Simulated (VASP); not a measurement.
# Ti2NbB3: single point with PBE

The system is Ti2NbB3.

```
Ti Nb B
1.0
     3.40222    0.00000    0.00000
     0.00000    3.40222    0.00000
     0.00000    0.00000    5.95848
Ti Nb B
2 1 3
Direct
  0.00000 0.00000 0.50000
  0.50000 0.50000 0.00000
  0.00000 0.00000 0.00000
  0.00000 0.50000 0.50000
  0.50000 0.00000 0.50000
  0.50000 0.50000 0.50000
```

- Program: VASP 6.6.1
- Task: single point
- Functional: PBE
- Potentials or basis: VASP PAW PBE potentials, release 64 (Ti_sv, Nb_sv, B)
- Cutoff: 520 eV
- k mesh: 6 × 6 × 4
- Occupations: gaussian, width 0.1 eV
- Spin: no spin polarisation

```json
{
 "Pressure": "46.6 GPa",
 "Band gap on the k mesh": "zero (band 23 reaches 10.41 eV, above the bottom of band 24 at 8.46 eV)"
}
```

Stress tensor (GPa, compression positive):
```
70.35  0.00  0.00
 0.00 70.35  0.00
 0.00  0.00 -0.90
```

Levels at points of the mesh, in eV from the Fermi level:
| k point | band 19 | band 20 | band 21 | band 22 | band 23 | band 24 | band 25 | band 26 | band 27 | band 28 |
| --- | --- | --- | --- | --- | --- | --- | --- | --- | --- | --- |
| (0.00, 0.00, 0.00) | -4.26 | -2.67 | -2.21 | -0.99 | -0.99 | -0.23 | 1.47 | 1.47 | 1.78 | 2.31 |
| (0.50, 0.00, 0.00) | -2.19 | -1.01 | -0.99 | 0.33 | 0.33 | 0.76 | 0.99 | 1.36 | 1.45 | 1.52 |
| (0.50, 0.50, 0.00) | -3.93 | -1.88 | -1.31 | -1.17 | -0.90 | -0.90 | -0.90 | 1.38 | 2.43 | 3.05 |
| (0.00, 0.00, 0.50) | -3.21 | -2.66 | -1.04 | -0.38 | -0.38 | -0.25 | 0.69 | 0.69 | 1.32 | 2.14 |
| (0.50, 0.00, 0.50) | -1.28 | -0.90 | -0.78 | -0.28 | 0.93 | 0.95 | 0.98 | 1.25 | 1.28 | 1.55 |
| (0.50, 0.50, 0.50) | -3.88 | -2.46 | -2.17 | -2.17 | -1.43 | -1.00 | 0.57 | 1.08 | 2.44 | 3.07 |

Run time: 77 s on 1 thread of Intel(R) Xeon(R) Platinum 8488C (Sapphire Rapids), on a shared host, peak memory 0.22 GiB.
